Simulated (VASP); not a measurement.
# Zn2O3: single point with PBE

Crystal: Zn2O3.

```xyz
10
Lattice="4.8059 0.0000 0.0000 0.0000 4.8059 0.0000 0.0000 0.0000 4.8059" Properties=species:S:1:pos:R:3 pbc="T T T"
Zn    1.2015    1.2015    1.2015
Zn    3.6044    3.6044    1.2015
Zn    3.6044    1.2015    3.6044
Zn    1.2015    3.6044    3.6044
O     2.4029    0.0000    0.0000
O     0.0000    2.4029    0.0000
O     0.0000    0.0000    2.4029
O     2.4029    2.4029    0.0000
O     2.4029    0.0000    2.4029
O     0.0000    2.4029    2.4029
```

```json
{"Program": "VASP 6.6.1", "Task": "single point", "Functional": "PBE", "Potentials or basis": "VASP PAW PBE potentials, release 64 (Zn, O)", "Cutoff": "520 eV", "k mesh": "8 × 8 × 8", "Occupations": "fermi-dirac, width 0.0612256 eV", "Spin": "no spin polarisation"}
```

```yaml
Pressure: 3.7 GPa
Band_gap_on_the_k_mesh: zero (bands 42 and 43 overlap by 1.28 eV)
```

Levels at points of the mesh, in eV from the Fermi level:
| k point | band 38 | band 39 | band 40 | band 41 | band 42 | band 43 | band 44 | band 45 | band 46 | band 47 |
| --- | --- | --- | --- | --- | --- | --- | --- | --- | --- | --- |
| (0.00, 0.00, 0.00) | -0.62 | -0.03 | -0.03 | -0.03 | 0.68 | 0.68 | 0.68 | 1.79 | 3.23 | 7.42 |
| (0.50, 0.00, 0.00) | -1.60 | -1.10 | -1.10 | 0.23 | 0.23 | 0.58 | 0.58 | 4.11 | 4.11 | 7.67 |
| (0.50, 0.50, 0.00) | -2.08 | -1.71 | -1.71 | -0.43 | -0.43 | 0.35 | 0.35 | 5.53 | 5.53 | 6.35 |
| (0.50, 0.50, 0.50) | -2.49 | -2.49 | -0.65 | -0.65 | -0.65 | -0.60 | -0.60 | 6.42 | 6.47 | 6.75 |

Run time: 2.7 min on 1 thread of Intel(R) Xeon(R) Platinum 8488C (Sapphire Rapids), on a shared host, peak memory 0.28 GiB.

Caveat: the cell stands under pressure.
